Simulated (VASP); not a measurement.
# BaO (Fm-3m) in VASP: further runs

BaO is run at these levels: PBE; tasks: electric field gradients.

Program: VASP 6.6.1. These are calculated values, not measurements. Logs are shortened: lines on timing, memory, paths and dates and some standing lists are left out, and cuts for length are marked.

## (1) The cell of the first run

Symmetry: Fm-3m, No. 225, cubic system. Conventional cell: a = 5.444 Å, b = 5.444 Å, c = 5.444 Å, α = 90.00°, β = 90.00°, γ = 90.00°. Within 3.6 Å of Ba (site symmetry m-3m) lie 6 O at 2.72 Å. O (site symmetry m-3m) has 6 Ba at 2.72 Å within 3.6 Å.

## (2) Electric field gradients, PBE (20.17 Å³/atom)

INCAR reads:

```
SYSTEM = BaO
ALGO = Normal
EDIFF = 1E-8
ENCUT = 520
GGA = PE
GGA_COMPAT = .FALSE.
ISIF = 2
ISMEAR = -1
LASPH = .TRUE.
LCHARG = .FALSE.
LEFG = .TRUE.
LREAL = .FALSE.
LWAVE = .FALSE.
NBANDS = 15
NELM = 120
PREC = Accurate
SIGMA = 0.02
```

KPOINTS reads:

```
k-points
0
G
  8 8 8
  0 0 0
```

POSCAR reads:

```
BaO
1.0
    0.0000000000      2.7222203229      2.7222203229
    2.7222203229      0.0000000000      2.7222203229
    2.7222203229      2.7222203229      0.0000000000
Ba O
1 1
Direct
    0.0000000000      0.0000000000      0.0000000000
    0.5000000000      0.5000000000      0.5000000000
```

Potentials or basis: VASP PAW PBE potentials, release 64 (Ba_sv, O).

Started as:

```
$ cat potpaw_PBE.64/Ba_sv/POTCAR potpaw_PBE.64/O/POTCAR > POTCAR
$ mpirun -np 1 vasp_std > vasp.out
```

OUTCAR:

```text
SYSTEM = BaO
   EDIFF = 1E-8
   ENCUT = 520
   GGA = PE
   ISIF = 2
   ISMEAR = -1
   LASPH = .TRUE.
   LREAL = .FALSE.
   NELM = 120
   PREC = Accurate

 ion  position               nearest neighbor table
   1  0.000  0.000  0.000-   2 2.72   2 2.72   2 2.72   2 2.72   2 2.72   2 2.72
   2  0.500  0.500  0.500-   1 2.72   1 2.72   1 2.72   1 2.72   1 2.72   1 2.72

  LATTYP: Found a face centered cubic cell.
 ALAT       =     5.4444406458

  Lattice vectors:

 A1 = (   0.0000000000,   2.7222203229,   2.7222203229)
 A2 = (   2.7222203229,   0.0000000000,   2.7222203229)
 A3 = (   2.7222203229,   2.7222203229,   0.0000000000)

Analysis of symmetry for initial positions (statically):
=====================================================================
 Subroutine PRICEL returns:
 Original cell was already a primitive cell.

 Routine SETGRP: Setting up the symmetry group for a
 face centered cubic supercell.

 Subroutine GETGRP returns: Found 48 space group operations
 (whereof 48 operations were pure point group operations)
 out of a pool of 48 trial point group operations.

The static configuration has the point symmetry O_h .

Analysis of symmetry for dynamics (positions and initial velocities):
=====================================================================
 Subroutine PRICEL returns:
 Original cell was already a primitive cell.

 Routine SETGRP: Setting up the symmetry group for a
 face centered cubic supercell.

 Subroutine GETGRP returns: Found 48 space group operations
 (whereof 48 operations were pure point group operations)
 out of a pool of 48 trial point group operations.

The dynamic configuration has the point symmetry O_h .

 Subroutine INISYM returns: Found 48 space group operations
 (whereof 48 operations are pure point group operations),
 and found     1 'primitive' translations

----------------------------------------------------------------------------------------

                                     Primitive cell

  volume of cell :      40.3459

  direct lattice vectors                    reciprocal lattice vectors
     0.000000000  2.722220323  2.722220323    -0.183673598  0.183673598  0.183673598
     2.722220323  0.000000000  2.722220323     0.183673598 -0.183673598  0.183673598
     2.722220323  2.722220323  0.000000000     0.183673598  0.183673598 -0.183673598

  length of vectors
     3.849800900  3.849800900  3.849800900     0.318132003  0.318132003  0.318132003

  position of ions in fractional coordinates (direct lattice)
     0.000000000  0.000000000  0.000000000
     0.500000000  0.500000000  0.500000000

  ion indices of the primitive-cell ions
   primitive index   ion index
                 1           1
                 2           2

----------------------------------------------------------------------------------------

 KPOINTS: k-points

Automatic generation of k-mesh.
 Grid dimensions read from file:
 generate k-points for:    8    8    8

 Generating k-lattice:

  Cartesian coordinates                     Fractional coordinates (reciprocal lattice)
    -0.022959200  0.022959200  0.022959200     0.125000000  0.000000000  0.000000000
     0.022959200 -0.022959200  0.022959200     0.000000000  0.125000000  0.000000000
     0.022959200  0.022959200 -0.022959200     0.000000000  0.000000000  0.125000000

  Length of vectors
     0.039766500  0.039766500  0.039766500

  Shift w.r.t. Gamma in fractional coordinates (k-lattice)
     0.000000000  0.000000000  0.000000000

 Subroutine IBZKPT returns following result:
 ===========================================

 Found     29 irreducible k-points:

 Following reciprocal coordinates:
            Coordinates               Weight
  0.000000  0.000000  0.000000      1.000000
  0.125000  0.000000  0.000000      8.000000
  0.250000  0.000000  0.000000      8.000000
  0.375000  0.000000  0.000000      8.000000
  0.500000  0.000000  0.000000      4.000000
  0.125000  0.125000  0.000000      6.000000
[... 16 lines left out ...]
  0.500000  0.250000  0.125000     48.000000
 -0.375000  0.250000  0.125000     24.000000
 [... further k-points ...]
   k-points           NKPTS =     29   k-points in BZ     NKDIM =     29   number of bands    NBANDS=     15
   number of dos      NEDOS =    301   number of ions     NIONS =      2
   total plane-waves  NPLWV =  27000
   dimension x,y,z NGX =    30 NGY =   30 NGZ =   30
   dimension x,y,z NGXF=    60 NGYF=   60 NGZF=   60
   ions per type =               1   1
   NGX,Y,Z   is equivalent  to a cutoff of  12.95, 12.95, 12.95 a.u.
   NGXF,Y,Z  is equivalent  to a cutoff of  25.91, 25.91, 25.91 a.u.
 SYSTEM =  BaO
   PREC   = accura    normal or accurate (medium, high low for compatibility)
   ISTART =      0    job   : 0-new  1-cont  2-samecut
   ICHARG =      2    charge: 1-file 2-atom 10-const
   ISPIN  =      1    spin polarized calculation?
   LNONCOLLINEAR =      F non collinear calculations
   LSORBIT =      F    spin-orbit coupling
   LASPH  =      T    aspherical Exc in radial PAW
   ENCUT  =  520.0 eV  38.22 Ry    6.18 a.u.   7.16  7.16  7.16*2*pi/ulx,y,z
   NELM   =    120;   NELMIN=  2; NELMDL= -5     # of ELM steps
   EDIFF  = 0.1E-07   stopping-criterion for ELM
   LREAL  =      F    real-space projection
   EDIFFG = 0.1E-06   stopping-criterion for IOM
   NSW    =      0    number of steps for IOM
   IBRION =     -1    ionic relax: 0-MD 1-quasi-New 2-CG
   NFREE  =      0    steps in history (QN), initial steepest desc. (CG)
   ISIF   =      2    stress and relaxation
   ISYM   =      2    0-nonsym 1-usesym 2-fastsym
   POTIM  = 0.5000    time-step for ionic-motion
   TEBEG  =    0.0;   TEEND  =   0.0 temperature during run
   PSTRESS=    0.0 pullay stress
   NELECT =      16.0000    total number of electrons
   NUPDOWN=      -1.0000    fix difference up-down
   EMIN   =  10.00;   EMAX   =-10.00  energy-range for DOS
   EFERMI =   0.00;   METHOD = LEGACY
   ISMEAR =    -1;   SIGMA  =   0.02  broadening in eV -4-tet -1-fermi 0-gaus
   EFERMI_NEDOS =   21; number of points for ismear=-14 and -15
   IALGO  =     38    algorithm
   IMIX   =      4    mixing-type and parameters
     AMIX     =   0.40;   BMIX     =  1.00
     AMIX_MAG =   1.60;   BMIX_MAG =  1.00
  volume/ion in A,a.u.               =      20.17       136.13
  Fermi-wavevector in a.u.,A,eV,Ry     =   1.202767  2.272900 19.682852  1.446649
  Thomas-Fermi vector in A             =   2.338539
   LORBIT       =      0    0 simple, 1 ext, 2 COOP (PROOUT), +10 PAW based schemes
   GGA     = PE    functional components
[... 5 lines left out ...]
 non-spin polarized calculation
  energy-cutoff  :      520.00
  volume of cell :       40.35
 maximum number of plane-waves:      1106
 NGX is ok and might be reduce to    30
   NGX = 15   NGY = 15   NGZ = 15

 number of electron      15.9999995 magnetization

 Free energy of the ion-electron system (eV)
  ---------------------------------------------------
  ext. energy  EPLUGINS =         0.00000000
  ---------------------------------------------------
  free energy    TOTEN  =       -11.72040694 eV

  energy without entropy =      -11.72040694  energy(sigma->0) =      -11.72040694

 E-fermi :   2.7744     XC(G=0):  -9.8608

 val. band max:        2.2594905954   @ k =   0.5000   0.5000   0.0000
 cond. band min:       4.0407199849   @ k =   0.5000   0.5000   0.0000
 fundamental gap:      1.7812293895
 Fermi energy:         2.7744301329

 k-point     1 :       0.0000    0.0000    0.0000
  band No.  band energies     occupation
      1     -23.6828      2.00000
      2     -12.9222      2.00000
      3      -8.0828      2.00000
      4      -8.0828      2.00000
      5      -8.0828      2.00000
      6       1.7717      2.00000
      7       1.7717      2.00000
      8       1.7717      2.00000
      9       6.0208      0.00000
     10       6.8942      0.00000
     11       6.8942      0.00000
     12       6.8942      0.00000
     13       9.2938      0.00000
     14       9.2938      0.00000
     15      12.2521      0.00000

 k-point     2 :       0.1250    0.0000    0.0000
  band No.  band energies     occupation
      1     -23.6380      2.00000
      2     -13.0491      2.00000
      3      -8.1214      2.00000
      4      -8.1029      2.00000
      5      -8.1029      2.00000
      6       1.4255      2.00000
      7       1.5509      2.00000
      8       1.5509      2.00000
      9       6.6212      0.00000
     10       6.8335      0.00000
     11       7.2017      0.00000
     12       7.2017      0.00000
     13       9.7291      0.00000
     14       9.7291      0.00000
     15      13.2629      0.00000

 k-point     3 :       0.2500    0.0000    0.0000
  band No.  band energies     occupation
      1     -23.5269      2.00000
      2     -13.3562      2.00000
      3      -8.2073      2.00000
      4      -8.1501      2.00000
      5      -8.1501      2.00000
      6       0.7704      2.00000
      7       1.0834      2.00000
      8       1.0834      2.00000
      9       6.6948      0.00000
     10       8.0359      0.00000
     11       8.0359      0.00000
     12       8.3274      0.00000
     13      10.8012      0.00000
     14      10.8012      0.00000
     15      15.4622      0.00000
[... 343 lines left out ...]
 k-point    23 :       0.5000    0.2500    0.1250
  band No.  band energies     occupation
      1     -23.3549      2.00000
      2     -13.5463      2.00000
      3      -8.7880      2.00000
      4      -8.6276      2.00000
      5      -8.2104      2.00000
      6       0.6303      2.00000
      7       0.8874      2.00000
      8       1.5923      2.00000
      9       6.3379      0.00000
     10       8.3733      0.00000
     11       9.8061      0.00000
     12       9.9559      0.00000
     13      12.0665      0.00000
     14      13.6162      0.00000
     15      15.4158      0.00000

 k-point    24 :      -0.3750    0.2500    0.1250
  band No.  band energies     occupation
      1     -23.3160      2.00000
      2     -13.6061      2.00000
      3      -8.8083      2.00000
      4      -8.8010      2.00000
      5      -8.1983      2.00000
      6       0.5045      2.00000
      7       1.1964      2.00000
      8       1.2485      2.00000
      9       7.1235      0.00000
     10       7.7524      0.00000
     11      10.2871      0.00000
     12      10.3971      0.00000
     13      12.6639      0.00000
     14      14.3898      0.00000
     15      14.8072      0.00000

 [... further k-points ...]

------------------------ aborting loop because EDIFF is reached ----------------------------------------

  FORCE on cell =-STRESS in cart. coord.  units (eV):
  Direction    XX          YY          ZZ          XY          YZ          ZX
  --------------------------------------------------------------------------------------
  -------------------------------------------------------------------------------------
  Total        1.9683818      1.9683818      1.9683818      0.0000000     -0.0000000      0.0000000
  in kB       78.1664014     78.1664014     78.1664014      0.0000000     -0.0000000      0.0000000
  external PRESSURE =      78.1664014 kB  Pullay stress =       0.0000000 kB

 VOLUME and BASIS-vectors are now :
 -----------------------------------------------------------------------------
  energy-cutoff  :      520.00
  volume of cell :       40.35
      direct lattice vectors                 reciprocal lattice vectors
     0.000000000  2.722220323  2.722220323    -0.183673598  0.183673598  0.183673598
     2.722220323  0.000000000  2.722220323     0.183673598 -0.183673598  0.183673598
     2.722220323  2.722220323  0.000000000     0.183673598  0.183673598 -0.183673598

 POSITION                                       TOTAL-FORCE (eV/Angst)
 -----------------------------------------------------------------------------------
      0.00000      0.00000      0.00000        -0.000000     -0.000000      0.000000
      2.72222      2.72222      2.72222         0.000000      0.000000     -0.000000
 -----------------------------------------------------------------------------------
    total drift:                                0.000000      0.000000      0.000000

  FREE ENERGIE OF THE ION-ELECTRON SYSTEM (eV)
  ---------------------------------------------------
  free  energy   TOTEN  =       -11.7204069375 eV

  energy  without entropy=      -11.7204069375  energy(sigma->0) =      -11.72040694

 Electric field gradients (V/A^2)
---------------------------------------------------------------------
 ion       V_xx      V_yy      V_zz      V_xy      V_xz      V_yz
---------------------------------------------------------------------
   1       0.000    -0.000    -0.000    -0.000    -0.000    -0.000
   2      -0.000     0.000    -0.000    -0.002    -0.002    -0.002
---------------------------------------------------------------------

 Electric field gradients after diagonalization (V/A^2)
 (convention: |V_zz| > |V_xx| > |V_yy|)
----------------------------------------------------------------------
 ion       V_xx      V_yy      V_zz     asymmetry (V_yy - V_xx)/ V_zz
----------------------------------------------------------------------
   1       0.000     0.000    -0.000       0.000
   2       0.002     0.002    -0.003       0.000
----------------------------------------------------------------------

           NMR quadrupolar parameters

 Cq : quadrupolar parameter    Cq=e*Q*V_zz/h
 eta: asymmetry parameters     (V_yy - V_xx)/ V_zz
 Q  : nuclear electric quadrupole moment in mb (millibarn)
----------------------------------------------------------------------
 ion       Cq(MHz)       eta       Q (mb)
----------------------------------------------------------------------
   1      -0.000       0.000       1.000
   2      -0.000       0.000       1.000
----------------------------------------------------------------------
```

It took 12 s on 1 thread of Intel Xeon 6975P-C (Granite Rapids), shared host; peak memory 0.17 GiB.

What came out:

```yaml
Free_energy: -11.7204 eV
Pressure: 7.8 GPa
Band_gap_on_the_k_mesh: 1.78 eV
Largest_electric_field_gradient_by_atom: zero within the noise of the run
```

Levels at points of the mesh, in eV from the valence-band top:
| k point | band 5 | band 6 | band 7 | band 8 | band 9 | band 10 | band 11 | band 12 |
| --- | --- | --- | --- | --- | --- | --- | --- | --- |
| (0.00, 0.00, 0.00) | -10.34 | -0.49 | -0.49 | -0.49 | 3.76 | 4.63 | 4.63 | 4.63 |
| (0.50, 0.00, 0.00) | -10.47 | -2.22 | -1.73 | -1.73 | 4.97 | 7.29 | 7.29 | 8.46 |
| (0.50, 0.50, 0.00) | -11.02 | -0.24 | -0.24 | 0.00 | 1.78 | 6.17 | 9.11 | 9.71 |

Caveat: the cell stands under pressure; spin-orbit coupling is left out, which moves the levels of the heavy elements.

## (3) Electric field gradients, PBE

This run uses another cell than the first one, of 20.80 Å³/atom.

INCAR reads:

```
PREC = Accurate ; ENCUT = 520
EDIFF = 1E-8 ; ISMEAR = -1
SIGMA = 0.02 ; LREAL = F
LASPH = T ; NELM = 120
ALGO = Normal ; ISIF = 2
LWAVE = F ; LCHARG = F
GGA = PE ; LEFG = T
NBANDS = 15 ; GGA_COMPAT = F
```

KPOINTS reads:

```
regular mesh
0
Gamma
  8 8 8
```

POSCAR reads:

```
BaO
1.0
    0.0000000000      2.7500000000      2.7500000000
    2.7500000000      0.0000000000      2.7500000000
    2.7500000000      2.7500000000      0.0000000000
Ba O
1 1
Direct
    0.0000000000      0.0000000000      0.0000000000
    0.5000000000      0.5000000000      0.5000000000
```

Potentials or basis: VASP PAW PBE potentials, release 64 (Ba_sv, O).

Started as:

```
$ cat potpaw_PBE.64/Ba_sv/POTCAR potpaw_PBE.64/O/POTCAR > POTCAR
$ mpirun -np 1 vasp_std > vasp.out
```

OUTCAR:

```text
PREC = Accurate
   ENCUT = 520
   EDIFF = 1E-8
   ISMEAR = -1
   LREAL = F
   LASPH = T
   NELM = 120
   ISIF = 2
   GGA = PE

 ion  position               nearest neighbor table
   1  0.000  0.000  0.000-   2 2.75   2 2.75   2 2.75   2 2.75   2 2.75   2 2.75
   2  0.500  0.500  0.500-   1 2.75   1 2.75   1 2.75   1 2.75   1 2.75   1 2.75

  LATTYP: Found a face centered cubic cell.
 ALAT       =     5.5000000000

  Lattice vectors:

 A1 = (   0.0000000000,   2.7500000000,   2.7500000000)
 A2 = (   2.7500000000,   0.0000000000,   2.7500000000)
 A3 = (   2.7500000000,   2.7500000000,   0.0000000000)

Analysis of symmetry for initial positions (statically):
=====================================================================
 Subroutine PRICEL returns:
 Original cell was already a primitive cell.

 Routine SETGRP: Setting up the symmetry group for a
 face centered cubic supercell.

 Subroutine GETGRP returns: Found 48 space group operations
[... 619 lines left out ...]
  volume of cell :       41.59
      direct lattice vectors                 reciprocal lattice vectors
     0.000000000  2.750000000  2.750000000    -0.181818182  0.181818182  0.181818182
     2.750000000  0.000000000  2.750000000     0.181818182 -0.181818182  0.181818182
     2.750000000  2.750000000  0.000000000     0.181818182  0.181818182 -0.181818182

 POSITION                                       TOTAL-FORCE (eV/Angst)
 -----------------------------------------------------------------------------------
      0.00000      0.00000      0.00000        -0.000000     -0.000000      0.000000
      2.75000      2.75000      2.75000         0.000000      0.000000      0.000000
 -----------------------------------------------------------------------------------
    total drift:                                0.000000      0.000000      0.000000

  FREE ENERGIE OF THE ION-ELECTRON SYSTEM (eV)
  ---------------------------------------------------
  free  energy   TOTEN  =       -11.7701976392 eV

  energy  without entropy=      -11.7701976392  energy(sigma->0) =      -11.77019764

 Electric field gradients (V/A^2)
---------------------------------------------------------------------
 ion       V_xx      V_yy      V_zz      V_xy      V_xz      V_yz
---------------------------------------------------------------------
   1       0.000     0.000     0.000    -0.000    -0.000    -0.000
   2       0.000    -0.000    -0.000    -0.001    -0.001    -0.001
---------------------------------------------------------------------

 Electric field gradients after diagonalization (V/A^2)
 (convention: |V_zz| > |V_xx| > |V_yy|)
----------------------------------------------------------------------
 ion       V_xx      V_yy      V_zz     asymmetry (V_yy - V_xx)/ V_zz
----------------------------------------------------------------------
   1       0.000     0.000    -0.000       0.000
   2       0.001     0.001    -0.002       0.000
----------------------------------------------------------------------

           NMR quadrupolar parameters

 Cq : quadrupolar parameter    Cq=e*Q*V_zz/h
 eta: asymmetry parameters     (V_yy - V_xx)/ V_zz
 Q  : nuclear electric quadrupole moment in mb (millibarn)
----------------------------------------------------------------------
 ion       Cq(MHz)       eta       Q (mb)
----------------------------------------------------------------------
   1      -0.000       0.000       1.000
   2      -0.000       0.000       1.000
----------------------------------------------------------------------
```

Wall time 12 s (1 thread of Intel Xeon 6975P-C (Granite Rapids), shared host); peak memory 0.17 GiB.

Results:

* Free energy: -11.7702 eV
* Pressure: 4.9 GPa
* Band gap on the k mesh: 1.90 eV
* Largest electric field gradient by atom: zero within the noise of the run

Levels at points of the mesh, in eV from the valence-band top:
```
           k point  band 4  band 5  band 6  band 7  band 8  band 9  band 10  band 11  band 12  band 13
(0.00, 0.00, 0.00)  -10.39  -10.39   -0.40   -0.40   -0.40    3.63     4.67     4.67     4.67     6.99
(0.50, 0.00, 0.00)  -10.51  -10.51   -2.08   -1.58   -1.58    4.94     7.21     7.21     8.30    10.65
(0.50, 0.50, 0.00)  -11.01  -11.01   -0.19   -0.19    0.00    1.90     6.05     8.98     9.52     9.85
```

Caveat: the cell stands under pressure; spin-orbit coupling is left out, which moves the levels of the heavy elements. A k mesh can miss the band edges.

(Part 1 of 2 ends here.)
